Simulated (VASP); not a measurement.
## GaN: single point with PBE

Crystal: GaN.

```
CELL_PARAMETERS angstrom
3.26671 0.00000 0.00000
-1.63335 2.82905 0.00000
0.00000 0.00000 5.08574
ATOMIC_POSITIONS crystal
Ga 0.33333 0.66667 0.99913
Ga 0.66667 0.33333 0.49913
N 0.33333 0.66667 0.37587
N 0.66667 0.33333 0.87587
```

This cell differs from its parent crystal: strain +0.015 along x and y, -0.030 along z.

* Program: VASP 6.6.1
* Task: single point
* Functional: PBE
* Potentials or basis: VASP PAW PBE potentials, release 64 (Ga_d, N)
* Cutoff: 520 eV
* k mesh: 12 × 12 × 6
* Occupations: gaussian, width 0.05 eV
* Spin: no spin polarisation

```
Pressure               : 0.7 GPa
Largest force          : 0.482 eV/Å
Band gap on the k mesh : 1.72 eV
```

Forces on the atoms (eV/Å):
```
Ga   0.000  0.000 -0.482
Ga   0.000  0.000 -0.482
N    0.000  0.000  0.482
N    0.000  0.000  0.482
```

Stress tensor (GPa, compression positive):
```
-4.74  0.00  0.00
 0.00 -4.74  0.00
 0.00  0.00 11.72
```

Levels at points of the mesh, in eV from the valence-band top:
```tsv
k point	band 16	band 17	band 18	band 19	band 20	band 21
(0.00, 0.00, 0.00)	-0.07	-0.07	0.00	1.72	3.62	9.32
(0.50, 0.00, 0.00)	-2.85	-2.19	-0.93	4.65	5.35	6.25
(0.00, 0.00, 0.50)	-0.67	-0.67	-0.67	3.89	3.89	8.54
(0.50, 0.00, 0.50)	-1.97	-1.72	-1.72	4.35	4.35	7.66
```

Run time: 28 s on 1 thread of Intel(R) Xeon(R) 6975P-C (Granite Rapids), on a shared host, peak memory 0.21 GiB.

Caveat: the cell differs from its parent crystal (strain +0.015 along x and y, -0.030 along z).
